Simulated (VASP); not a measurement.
A run of VASP 6.6.1:

File POSCAR:

```
K2S
1.0
    0.0000000000      3.7027568684      3.7027568684
    3.7027568684      0.0000000000      3.7027568684
    3.7027568684      3.7027568684      0.0000000000
S K
1 2
Direct
    0.0000000000      0.0000000000      0.0000000000
    0.2500000000      0.2500000000      0.2500000000
    0.7500000000      0.7500000000      0.7500000000
```

The input INCAR.step1:

```
PREC = Accurate
ENCUT = 400
EDIFF = 1E-5
ISMEAR = 0
SIGMA = 0.01
LREAL = F
LASPH = T
NELM = 120
ALGO = Normal
ISIF = 2
LWAVE = T
NBANDS = 19
GGA = PE
GGA_COMPAT = F
```

INCAR.step2

```
PREC = Accurate
ENCUT = 400
EDIFF = 1E-6
ISMEAR = 0
SIGMA = 0.01
LREAL = F
LASPH = T
NELM = 120
ALGO = Normal
ISIF = 2
LWAVE = F
LCHARG = T
GGA = PE
LHFCALC = T
HFSCREEN = 0.2079
PRECFOCK = Normal
LELF = T
LVHAR = T
NBANDS = 19
ISTART = 1
GGA_COMPAT = F
```

File KPOINTS:

```
regular mesh
0
Gamma
  2 2 2
```

Potentials or basis: VASP PAW PBE potentials, release 64 (S, K_sv).

The run is started by

```console
$ cat potpaw_PBE.64/S/POTCAR potpaw_PBE.64/K_sv/POTCAR > POTCAR
$ cp INCAR.step1 INCAR
$ mpirun -np 1 vasp_std > vasp.out
$ cp INCAR.step2 INCAR
$ mpirun -np 1 vasp_std > vasp.out
```

Hardware: 1 thread of Intel(R) Xeon(R) Platinum 8375C CPU @ 2.90GHz (Ice Lake), with other jobs on the host.

Problem. How long does it take, and how much memory?

Solution. Run time: 97 s on 1 thread of Intel(R) Xeon(R) Platinum 8375C CPU @ 2.90GHz (Ice Lake), on a shared host, peak memory 0.31 GiB. Counts: k points 3.
